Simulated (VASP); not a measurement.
Write the native input for VASP 6.6.1 that does the following.

```yaml
Task: single point
Functional: PBE
Potentials_or_basis: VASP PAW PBE potentials, release 64 (W_sv)
Cutoff: 520 eV
k_mesh: 14 × 14 × 14
Occupations: fermi-dirac, width 0.05 eV
Spin: no spin polarisation
Dipole_correction: no
Further_INCAR_settings: ALGO = Normal; EDIFF = 1e-06; NBANDS = 21
```

The structure of W lies in POSCAR:

```
W
1.0
    0.0000000000      2.9146083304      2.9146083304
    2.9146083304      0.0000000000      2.9146083304
    2.9146083304      2.9146083304      0.0000000000
W
2
Direct
    1.0000000000      1.0000000000      1.0000000000
    0.2500000000      0.2500000000      0.2500000000
```

This isn't the form of W at room conditions, which is bcc.

These files were run (other wordings do the same):

INCAR

```
SYSTEM = W
PREC = Accurate ; ENCUT = 520
EDIFF = 1E-6 ; ISMEAR = -1
SIGMA = 0.05 ; LREAL = .False.
LASPH = .True. ; NELM = 100
ALGO = Normal ; ISIF = 2
LWAVE = .False. ; LCHARG = .False.
GGA = PE ; NBANDS = 21
```

KPOINTS

```
Automatic mesh
0
Gamma
  14 14 14
  0 0 0
```

Potentials or basis: VASP PAW PBE potentials, release 64 (W_sv).

Command:

```console
$ cat potpaw_PBE.64/W_sv/POTCAR > POTCAR
$ mpirun -np 1 vasp_std > vasp.out
```

Results of the run:

```yaml
Pressure: 0.5 GPa
Band_gap_on_the_k_mesh: zero (bands 14 and 15 overlap by 1.01 eV)
```

Caveat: spin-orbit coupling is left out, which moves the levels of the heavy elements.

It took 39 s on 1 thread of AMD EPYC 9R45 96-Core Processor (Zen 5), with other jobs on the host, peak memory 0.2 GiB.
